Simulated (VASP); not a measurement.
Runs of VASP 6.6.1 on CoSn. The structure is that of space group P6/mmm (No. 191), or close to it. The cells are those of the table. 

```csv
cell,further INCAR settings,gap on the mesh (eV),pressure (GPa)
"a = 5.167, b = 5.167, c = 4.126 Å, angles 90.0, 90.0, 120.0°, 6 atoms",ALGO = Fast; EDIFF = 1e-06; NBANDS = 44,none,4.7
"a = 5.271, b = 5.271, c = 4.210 Å, angles 90.0, 90.0, 120.0°, 6 atoms",ALGO = Fast; EDIFF = 1e-07; NBANDS = 44,none,-4.1
"a = 5.197, b = 5.197, c = 4.150 Å, angles 90.0, 90.0, 120.0°, 6 atoms",ALGO = Fast; EDIFF = 1e-06; NBANDS = 44,none,1.9
"a = 5.244, b = 5.244, c = 4.188 Å, angles 90.0, 90.0, 120.0°, 6 atoms",ALGO = Fast; EDIFF = 1e-06; NBANDS = 44,none,(a)
```

Alike in all rows: task single point; level PBEsol; potentials or basis VASP PAW PBE potentials, release 64 (Co, Sn_d); no spin polarisation; k mesh 12 × 12 × 8; cutoff (eV) 520; smearing gaussian 0.1 eV.

**Question.** Estimate the missing entries.

**Answer.** (a) -2.1.

Caveats: the PAW data sets were made with another functional, which shifts forces and pressure a little; spin-orbit coupling is left out, which moves the levels of the heavy elements.

A k mesh can miss the band edges, and the runs leave out spin-orbit coupling on Sn.

A gap of «none» marks levels without a gap at the run's occupations.
